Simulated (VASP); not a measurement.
A run of VASP 6.6.1 is set up as follows.

The input INCAR:

```
PREC = Accurate ; ENCUT = 520
EDIFF = 1E-7 ; ISMEAR = 0
SIGMA = 0.05 ; LREAL = F
LASPH = T ; NELM = 80
ALGO = Fast ; ISIF = 2
LWAVE = F ; LCHARG = F
GGA = PS ; NBANDS = 8
```

File KPOINTS:

```
regular mesh
0
Gamma
  20 20 20
```

File POSCAR:

```
Li
1.0
    0.0000000000      2.0060094822      2.0060094822
    2.0060094822      0.0000000000      2.0060094822
    2.0060094822      2.0060094822      0.0000000000
Li
1
Direct
    0.0000000000      0.0000000000      0.0000000000
```

Potentials or basis: VASP PAW PBE potentials, release 64 (Li_sv).

Run with:

```console
$ cat potpaw_PBE.64/Li_sv/POTCAR > POTCAR
$ mpirun -np 1 vasp_std > vasp.out
```

Problem. What does it give for the band gap on the k mesh?

Solution. Zero (an odd number of electrons rules out a gap without spin polarisation).
